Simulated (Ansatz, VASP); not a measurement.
B in VASP and in Ansatz

```
B
1.0
     1.33331    0.76979    1.08876
    -1.33331    0.76979    1.08876
     0.00000   -1.53958    1.08876
B
1
Direct
  0.50000 0.50000 0.50000
```

Alike in both runs: functional r2SCAN; k mesh 30 × 30 × 30; occupations gaussian, width 0.1 eV; no spin polarisation.

Ansatz relaxed the structure, and its values are those at the end. VASP's run is a single point on that final structure, the one shown.

```csv
,VASP,Ansatz
version,VASP 6.6.1,Ansatz 0.2.0
potentials or method,"VASP PAW PBE potentials, release 64 (B), cutoff 520 eV","scalar-relativistic, plane waves, PAW"
valence electrons in the cell,3,3
```

|  | VASP | Ansatz | Ansatz less VASP |
| --- | --- | --- | --- |
| gap on the k mesh at the Fermi level (eV) | none | none | - |
| pressure (GPa) | 0.0 | 0.0 | -0.03 |

VASP's potentials were made for PBE, not for r2SCAN. A gap of «none» marks a metal or a gap that the smearing closes.
